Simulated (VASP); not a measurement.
Here is a VASP 6.6.1 calculation.

Contents of INCAR:

```
SYSTEM = Pt
ALGO = Normal
EDIFF = 1E-7
EDIFFG = -0.02
ENCUT = 600
GGA = PS
IBRION = 2
ISIF = 3
ISMEAR = -1
LASPH = .TRUE.
LCHARG = .FALSE.
LREAL = .FALSE.
LWAVE = .FALSE.
NELM = 60
NSW = 80
PREC = Accurate
SIGMA = 0.05
```

File KPOINTS:

```
k-points
0
G
  12 12 12
  0 0 0
```

The input POSCAR:

```
Pt
1.0
    0.0000000000      1.9609000000      1.9609000000
    1.9609000000      0.0000000000      1.9609000000
    1.9609000000      1.9609000000      0.0000000000
Pt
1
Direct
    0.0000000000      0.0000000000      0.0000000000
```

Potentials or basis: VASP PAW PBE potentials, release 64 (Pt).

The run is started by

```bash
$ cat potpaw_PBE.64/Pt/POTCAR > POTCAR
$ mpirun -np 1 vasp_std > vasp.out
```

Problem. Predict the relaxed volume.

Solution. 15.03 Å³/atom.

Problem. Predict the band gap on the k mesh.

Solution. Zero (band 5 reaches 11.67 eV, above the bottom of band 6 at 9.43 eV).

Final structure:
```cif
data_structure
_symmetry_space_group_name_H-M 'P 1'
_symmetry_Int_Tables_number 1
_cell_length_a 2.7701
_cell_length_b 2.7701
_cell_length_c 2.7701
_cell_angle_alpha 60.000
_cell_angle_beta 60.000
_cell_angle_gamma 60.000
_cell_volume 15.03
loop_
_atom_site_label
_atom_site_type_symbol
_atom_site_fract_x
_atom_site_fract_y
_atom_site_fract_z
_atom_site_occupancy
Pt1 Pt 0.00000 0.00000 0.00000 1
```

Caveat: the PAW data sets were made with another functional, which shifts forces and pressure a little; spin-orbit coupling is left out, which moves the levels of the heavy elements.
